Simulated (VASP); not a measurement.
Set up this calculation in VASP 6.6.1, as the native input.

```
Task                   : single point
Functional             : PBE
Potentials or basis    : VASP PAW PBE potentials, release 64 (Ga_d, N)
Cutoff                 : 520 eV
k mesh                 : 7 × 7 × 4
Occupations            : gaussian, width 0.01 eV
Spin                   : no spin polarisation
Dipole correction      : no
Further INCAR settings : ALGO = Normal; EDIFF = 1e-06; NBANDS = 26
```

The structure of GaN lies in POSCAR:

```
GaN
1.0
    3.1800000000      0.0000000000      0.0000000000
   -1.5900000000      2.7539610000      0.0000000000
    0.0000000000      0.0000000000      5.1660000000
Ga N
2 2
Direct
    0.3333333333      0.6666666667      0.0000000000
    0.6666666667      0.3333333333      0.5000000000
    0.3333333333      0.6666666667      0.3750000000
    0.6666666667      0.3333333333      0.8750000000
```

These files were run (other wordings do the same):

INCAR

```
  ALGO = Normal
  EDIFF = 1E-6
  ENCUT = 520
  GGA = PE
  ISIF = 2
  ISMEAR = 0
  LASPH = T
  LCHARG = F
  LREAL = F
  LWAVE = F
  NBANDS = 26
  NELM = 60
  PREC = Accurate
  SIGMA = 0.01
```

KPOINTS

```
k-points
0
Gamma
  7 7 4
```

Potentials or basis: VASP PAW PBE potentials, release 64 (Ga_d, N).

The run is started by

```console
$ cat potpaw_PBE.64/Ga_d/POTCAR potpaw_PBE.64/N/POTCAR > POTCAR
$ mpirun -np 1 vasp_std > vasp.out
```

It gave:

```json
{
 "Pressure": "7.4 GPa",
 "Largest force": "0.135 eV/Å",
 "Band gap on the k mesh": "1.97 eV, direct"
}
```

Run time: 31 s on 1 thread of Intel(R) Xeon(R) Platinum 8259CL CPU @ 2.50GHz (Skylake/Cascade Lake) (shared host), peak memory 0.16 GiB.
